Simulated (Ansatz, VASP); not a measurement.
**Si2Mo in VASP and in Ansatz**

INCAR

```
PREC = Accurate
ENCUT = 520
EDIFF = 1E-7
ISMEAR = 0
SIGMA = 0.15
LREAL = False
LASPH = True
NELM = 100
ALGO = Normal
ISIF = 2
LWAVE = False
LCHARG = True
GGA = PS
LELF = True
LVHAR = True
NBANDS = 18
```

The input KPOINTS:

```
Automatic mesh
0
Gamma
  20 20 20
```

The input POSCAR:

```
Si2Mo
1.0
   -1.5950350850      1.5950350850      3.9106920018
    1.5950350850     -1.5950350850      3.9106920018
    1.5950350850      1.5950350850     -3.9106920018
Si Mo
2 1
Direct
    0.3904743377      0.2796449917      0.0000000000
    0.7203550083      0.6095256623      0.0000000000
    0.0000000000      0.0000000000      0.0000000000
```

Input for Ansatz:

```yaml
crystal:
  lattice:
    - [-1.595035085, 1.595035085, 3.9106920018]
    - [1.595035085, -1.595035085, 3.9106920018]
    - [1.595035085, 1.595035085, -3.9106920018]
  atoms:
    - { symbol: Si, position: [0.3904743377, 0.2796449917, 0.0] }
    - { symbol: Si, position: [0.7203550083, 0.6095256623, 0.0] }
    - { symbol: Mo, position: [0.0, 0.0, 0.0] }
basis:
  ecutwfc: 420
kpoints:
  mp_grid: { grid: [20, 20, 20] }
hamiltonian:
  xc: pbesol
scf:
  occupations: { method: gaussian, width: 0.15 }
output:
  forces: true
  stress: true
  eigenvalues: true
```

Change from the starting cell: all Si atoms moved -0.250 Å, as atom 1 along Cartesian [1 -1 0].

Alike in both runs: task single point; functional PBEsol; k mesh 20 × 20 × 20; occupations gaussian, width 0.15 eV; no spin polarisation.

|  | VASP | Ansatz |
| --- | --- | --- |
| version | VASP 6.6.1 | Ansatz 0.2.0 |
| potentials or method | VASP PAW PBE potentials, release 64 (Si, Mo_sv), cutoff 520 eV | scalar-relativistic, plane waves, PAW |
| valence electrons in the cell | 22 | 22 |

|  | VASP | Ansatz | Ansatz less VASP |
| --- | --- | --- | --- |
| gap on the k mesh at the Fermi level (eV) | none | none | - |
| pressure (GPa) | 5.0 | 4.6 | -0.42 |
| traceless stress, the component that is largest in VASP (GPa) | -5.90 | -5.85 | +0.053 |
| rms of the force components (eV/Å) | 1.219 | 1.207 | -0.0124 |

VASP's potentials were made for PBE, not for PBEsol. Atom by atom the forces differ by 0.013 eV/Å (rms over components). A gap of «none» marks a metal or a gap that the smearing closes.
